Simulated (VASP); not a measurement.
# Ir (Fm-3m) in VASP: a series of runs

Aim: see how the results for Ir move with the level of theory and the settings. Levels: PBEsol, RPBE. Tasks: single point.

Program: VASP 6.6.1. These are calculated values, not measurements. Logs are shortened: lines on timing, memory, paths and dates and some standing lists are left out, and cuts for length are marked.

### Step 1. The cell of the first run

The structure is cubic, space group Fm-3m (No. 225). Conventional cell: a = 3.854 Å, b = 3.854 Å, c = 3.854 Å, α = 90.00°, β = 90.00°, γ = 90.00°. Within 3.6 Å of Ir (site symmetry m-3m) lie 12 Ir at 2.73 Å.

### Step 2. Single point, PBEsol

Contents of INCAR:

```
PREC = Accurate
ENCUT = 500
EDIFF = 1E-6
ISMEAR = 0
SIGMA = 0.1
LREAL = F
LASPH = T
NELM = 120
ALGO = Normal
ISIF = 2
LWAVE = F
LCHARG = T
GGA = PS
LELF = T
LVHAR = T
NBANDS = 10
GGA_COMPAT = F
```

Contents of KPOINTS:

```
Automatic mesh
0
Gamma
  10 10 10
```

Contents of POSCAR:

```
Ir
1.0
    0.0000000000      1.9269646676      1.9269646676
    1.9269646676      0.0000000000      1.9269646676
    1.9269646676      1.9269646676      0.0000000000
Ir
1
Direct
    0.0000000000      0.0000000000      0.0000000000
```

Potentials or basis: VASP PAW PBE potentials, release 64 (Ir).

On the command line:

```bash
$ cat potpaw_PBE.64/Ir/POTCAR > POTCAR
$ mpirun -np 1 vasp_std > vasp.out
```

OUTCAR:

```text
PREC = Accurate
   ENCUT = 500
   EDIFF = 1E-6
   ISMEAR = 0
   LREAL = F
   LASPH = T
   NELM = 120
   ISIF = 2
   GGA = PS

 ion  position               nearest neighbor table
   1  0.000  0.000  0.000-

  LATTYP: Found a face centered cubic cell.
 ALAT       =     3.8539293352

  Lattice vectors:

 A1 = (   0.0000000000,   1.9269646676,   1.9269646676)
 A2 = (   1.9269646676,   0.0000000000,   1.9269646676)
 A3 = (   1.9269646676,   1.9269646676,   0.0000000000)

Analysis of symmetry for initial positions (statically):
=====================================================================
 Subroutine PRICEL returns:
 Original cell was already a primitive cell.

 Routine SETGRP: Setting up the symmetry group for a
 face centered cubic supercell.

 Subroutine GETGRP returns: Found 48 space group operations
 (whereof 48 operations were pure point group operations)
 out of a pool of 48 trial point group operations.

The static configuration has the point symmetry O_h .

Analysis of symmetry for dynamics (positions and initial velocities):
=====================================================================
 Subroutine PRICEL returns:
 Original cell was already a primitive cell.

 Routine SETGRP: Setting up the symmetry group for a
 face centered cubic supercell.

 Subroutine GETGRP returns: Found 48 space group operations
 (whereof 48 operations were pure point group operations)
 out of a pool of 48 trial point group operations.

The dynamic configuration has the point symmetry O_h .

 Subroutine INISYM returns: Found 48 space group operations
 (whereof 48 operations are pure point group operations),
 and found     1 'primitive' translations

----------------------------------------------------------------------------------------

                                     Primitive cell

  volume of cell :      14.3104

  direct lattice vectors                    reciprocal lattice vectors
     0.000000000  1.926964668  1.926964668    -0.259475437  0.259475437  0.259475437
     1.926964668  0.000000000  1.926964668     0.259475437 -0.259475437  0.259475437
     1.926964668  1.926964668  0.000000000     0.259475437  0.259475437 -0.259475437

  length of vectors
     2.725139567  2.725139567  2.725139567     0.449424641  0.449424641  0.449424641

  position of ions in fractional coordinates (direct lattice)
     0.000000000  0.000000000  0.000000000

  ion indices of the primitive-cell ions
   primitive index   ion index
                 1           1

----------------------------------------------------------------------------------------

 KPOINTS: Automatic mesh

Automatic generation of k-mesh.
 Grid dimensions read from file:
 generate k-points for:   10   10   10

 Generating k-lattice:

  Cartesian coordinates                     Fractional coordinates (reciprocal lattice)
    -0.025947544  0.025947544  0.025947544     0.100000000  0.000000000  0.000000000
     0.025947544 -0.025947544  0.025947544     0.000000000  0.100000000  0.000000000
     0.025947544  0.025947544 -0.025947544     0.000000000  0.000000000  0.100000000

  Length of vectors
     0.044942464  0.044942464  0.044942464

  Shift w.r.t. Gamma in fractional coordinates (k-lattice)
     0.000000000  0.000000000  0.000000000

 Subroutine IBZKPT returns following result:
 ===========================================

 Found     47 irreducible k-points:

 Following reciprocal coordinates:
            Coordinates               Weight
  0.000000  0.000000  0.000000      1.000000
  0.100000  0.000000  0.000000      8.000000
  0.200000  0.000000  0.000000      8.000000
  0.300000  0.000000  0.000000      8.000000
  0.400000  0.000000  0.000000      8.000000
  0.500000  0.000000  0.000000      4.000000
[... 16 lines left out ...]
  0.300000  0.300000  0.000000      6.000000
  0.400000  0.300000  0.000000     24.000000
 [... further k-points ...]
   k-points           NKPTS =     47   k-points in BZ     NKDIM =     47   number of bands    NBANDS=     10
   number of dos      NEDOS =    301   number of ions     NIONS =      1
   total plane-waves  NPLWV =   8000
   dimension x,y,z NGX =    20 NGY =   20 NGZ =   20
   dimension x,y,z NGXF=    40 NGYF=   40 NGZF=   40
   ions per type =               1
   NGX,Y,Z   is equivalent  to a cutoff of  12.20, 12.20, 12.20 a.u.
   NGXF,Y,Z  is equivalent  to a cutoff of  24.40, 24.40, 24.40 a.u.
 SYSTEM =  unknown system
   PREC   = accura    normal or accurate (medium, high low for compatibility)
   ISTART =      0    job   : 0-new  1-cont  2-samecut
   ICHARG =      2    charge: 1-file 2-atom 10-const
   ISPIN  =      1    spin polarized calculation?
   LNONCOLLINEAR =      F non collinear calculations
   LSORBIT =      F    spin-orbit coupling
   LASPH  =      T    aspherical Exc in radial PAW
   ENCUT  =  500.0 eV  36.75 Ry    6.06 a.u.   4.97  4.97  4.97*2*pi/ulx,y,z
   NELM   =    120;   NELMIN=  2; NELMDL= -5     # of ELM steps
   EDIFF  = 0.1E-05   stopping-criterion for ELM
   LREAL  =      F    real-space projection
   EDIFFG = 0.1E-04   stopping-criterion for IOM
   NSW    =      0    number of steps for IOM
   IBRION =     -1    ionic relax: 0-MD 1-quasi-New 2-CG
   NFREE  =      0    steps in history (QN), initial steepest desc. (CG)
   ISIF   =      2    stress and relaxation
   ISYM   =      2    0-nonsym 1-usesym 2-fastsym
   POTIM  = 0.5000    time-step for ionic-motion
   TEBEG  =    0.0;   TEEND  =   0.0 temperature during run
   PSTRESS=    0.0 pullay stress
   NELECT =       9.0000    total number of electrons
   NUPDOWN=      -1.0000    fix difference up-down
   EMIN   =  10.00;   EMAX   =-10.00  energy-range for DOS
   EFERMI =   0.00;   METHOD = LEGACY
   ISMEAR =     0;   SIGMA  =   0.10  broadening in eV -4-tet -1-fermi 0-gaus
   EFERMI_NEDOS =   21; number of points for ismear=-14 and -15
   IALGO  =     38    algorithm
   IMIX   =      4    mixing-type and parameters
     AMIX     =   0.40;   BMIX     =  1.00
     AMIX_MAG =   1.60;   BMIX_MAG =  1.00
  volume/ion in A,a.u.               =      14.31        96.57
  Fermi-wavevector in a.u.,A,eV,Ry     =   1.402615  2.650559 26.767147  1.967330
  Thomas-Fermi vector in A             =   2.525359
   LORBIT       =      0    0 simple, 1 ext, 2 COOP (PROOUT), +10 PAW based schemes
   GGA     = PS    functional components
   LHFCALC =     F    Hartree Fock is set to
   AEXX    =    0.0000 exact exchange contribution
   IVDW    =     0    specifies the selected vdW correction
   LEPSILON=     F    determine dielectric tensor
   LRPA    =     F    only Hartree local field effects (RPA)
 non-spin polarized calculation
 Gauss-broadening in eV      SIGMA  =   0.10
  energy-cutoff  :      500.00
  volume of cell :       14.31
 maximum number of plane-waves:       372
   NGX =  9   NGY =  9   NGZ =  9

 number of electron       9.0000000 magnetization

 Free energy of the ion-electron system (eV)
  ---------------------------------------------------
  ext. energy  EPLUGINS =         0.00000000
  ---------------------------------------------------
  free energy    TOTEN  =        -9.82200326 eV

  energy without entropy =       -9.81615649  energy(sigma->0) =       -9.81907988

 E-fermi :  10.1211     XC(G=0): -14.0342

 val. band max:       10.1022336359   @ k =  -0.3000   0.3000   0.1000
 cond. band min:      10.1392655238   @ k =  -0.4000   0.5000   0.1000
 fundamental gap:      0.0370318880
 Fermi energy:        10.1210725670

 k-point     1 :       0.0000    0.0000    0.0000
  band No.  band energies     occupation
      1      -1.0190      2.00000
      2       6.2093      2.00000
      3       6.2093      2.00000
      4       6.2093      2.00000
      5       8.8822      2.00000
      6       8.8822      2.00000
      7      24.3836      0.00000
      8      29.8967      0.00000
      9      29.8967      0.00000
     10      29.8967      0.00000

 k-point     2 :       0.1000    0.0000    0.0000
  band No.  band energies     occupation
      1      -0.5866      2.00000
      2       5.9922      2.00000
      3       6.3879      2.00000
      4       6.3879      2.00000
      5       8.7766      2.00000
      6       8.7766      2.00000
      7      25.1090      0.00000
      8      27.9980      0.00000
      9      30.6056      0.00000
     10      30.6056      0.00000

 k-point     3 :       0.2000    0.0000    0.0000
  band No.  band energies     occupation
      1       0.5424      2.00000
      2       5.6522      2.00000
      3       6.6632      2.00000
      4       6.6632      2.00000
      5       8.7911      2.00000
      6       8.7911      2.00000
      7      25.1495      0.00000
      8      26.6118      0.00000
      9      32.5064      0.00000
     10      32.5064      0.00000

 k-point     4 :       0.3000    0.0000    0.0000
  band No.  band energies     occupation
      1       1.6684      2.00000
      2       6.0787      2.00000
      3       6.5376      2.00000
      4       6.5376      2.00000
      5       9.4915      2.00000
      6       9.4915      2.00000
      7      22.2626      0.00000
      8      26.1090      0.00000
      9      33.3816      0.00000
     10      33.3816      0.00000
[... 222 lines left out ...]
 k-point    22 :      -0.2000    0.2000    0.0000
  band No.  band energies     occupation
      1       2.6346      2.00000
      2       5.0192      2.00000
      3       6.1832      2.00000
      4       7.6282      2.00000
      5       7.8910      2.00000
      6      11.2662      0.00000
      7      23.4248      0.00000
      8      26.5824      0.00000
      9      28.6873      0.00000
     10      30.9682      0.00000

 k-point    23 :       0.3000    0.3000    0.0000
  band No.  band energies     occupation
      1       2.4944      2.00000
      2       3.7764      2.00000
      3       7.3096      2.00000
      4       8.9768      2.00000
      5       8.9768      2.00000
      6      10.1441      0.74463
      7      26.3228      0.00000
      8      26.3228      0.00000
      9      27.5882      0.00000
     10      30.2760      0.00000

 k-point    24 :       0.4000    0.3000    0.0000
  band No.  band energies     occupation
      1       2.8130      2.00000
      2       3.5557      2.00000
      3       7.4045      2.00000
      4       9.2041      2.00000
      5      10.8131      0.00000
      6      10.8388      0.00000
      7      22.7438      0.00000
      8      25.0096      0.00000
      9      25.9267      0.00000
     10      30.8561      0.00000

 [... further k-points ...]
[... 5 lines left out ...]
  --------------------------------------------------------------------------------------
  -------------------------------------------------------------------------------------
  Total       -0.5312076     -0.5312076     -0.5312076      0.0000000     -0.0000000      0.0000000
  in kB      -59.4735125    -59.4735125    -59.4735125      0.0000000     -0.0000000      0.0000000
  external PRESSURE =     -59.4735125 kB  Pullay stress =       0.0000000 kB

 VOLUME and BASIS-vectors are now :
 -----------------------------------------------------------------------------
  energy-cutoff  :      500.00
  volume of cell :       14.31
      direct lattice vectors                 reciprocal lattice vectors
     0.000000000  1.926964668  1.926964668    -0.259475437  0.259475437  0.259475437
     1.926964668  0.000000000  1.926964668     0.259475437 -0.259475437  0.259475437
     1.926964668  1.926964668  0.000000000     0.259475437  0.259475437 -0.259475437

 POSITION                                       TOTAL-FORCE (eV/Angst)
 -----------------------------------------------------------------------------------
      0.00000      0.00000      0.00000        -0.000000      0.000000     -0.000000
 -----------------------------------------------------------------------------------
    total drift:                                0.000000      0.000000     -0.000000

  FREE ENERGIE OF THE ION-ELECTRON SYSTEM (eV)
  ---------------------------------------------------
  free  energy   TOTEN  =        -9.8220032644 eV

  energy  without entropy=       -9.8161564885  energy(sigma->0) =       -9.81907988
```

It took 10 s on 1 thread of Intel Xeon 8259CL, shared host; peak memory 0.13 GiB.

Results:

| Quantity | Value |
| --- | --- |
| Free energy | -9.8220 eV |
| Pressure | -5.9 GPa |

Caveat: the PAW data sets were made with another functional, which shifts forces and pressure a little; spin-orbit coupling is left out, which moves the levels of the heavy elements.

[end of part 1 of 2]
